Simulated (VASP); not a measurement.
Write the native input for VASP 6.6.1 that does the following.

- Task: single point
- Functional: LDA
- Potentials or basis: VASP PAW LDA potentials, release 64 (Ti_sv, N)
- Cutoff: 520 eV
- k mesh: 8 × 8 × 8
- Occupations: gaussian, width 0.1 eV
- Spin: no spin polarisation
- Dipole correction: no
- Further INCAR settings: ALGO = Normal; EDIFF = 1e-06; NBANDS = 16

The structure of TiN lies in POSCAR:

```
TiN
1.0
    0.0000000000      2.0862956349      2.0862956349
    2.0862956349      0.0000000000      2.0862956349
    2.0862956349      2.0862956349      0.0000000000
Ti N
1 1
Direct
    0.0000000000      0.0000000000      0.0000000000
    0.5000000000      0.5000000000      0.5000000000
```

The input as run:

INCAR

```
SYSTEM = TiN
ALGO     = Normal         ! electronic algorithm
EDIFF    = 1E-6           ! SCF threshold, eV
ENCUT    = 520            ! plane-wave cutoff, eV
GGA      = CA             ! functional
ISIF     = 2              ! what is computed and relaxed
ISMEAR   = 0              ! smearing method
LASPH    = .True.         ! aspherical terms in the spheres
LCHARG   = .True.         ! write CHGCAR
LELF     = .True.         ! ELF
LREAL    = .False.        ! projectors in reciprocal space
LVHAR    = .True.       
LWAVE    = .False.        ! write WAVECAR
NBANDS   = 16             ! bands
NELM     = 100            ! most SCF steps
PREC     = Accurate       ! precision mode
SIGMA    = 0.1            ! smearing width, eV
```

KPOINTS

```
k-points
0
Gamma
  8 8 8
  0 0 0
```

Potentials or basis: VASP PAW LDA potentials, release 64 (Ti_sv, N).

Command:

```bash
$ cat potpaw_LDA.64/Ti_sv/POTCAR potpaw_LDA.64/N/POTCAR > POTCAR
$ mpirun -np 1 vasp_std > vasp.out
```

It gave:

```
Pressure               : 1.1 GPa
Band gap on the k mesh : zero (an odd number of electrons rules out a gap without spin polarisation)
```

Wall time 15 s on 1 thread of Intel Xeon 8259CL, with other jobs on the host, peak memory 0.13 GiB.
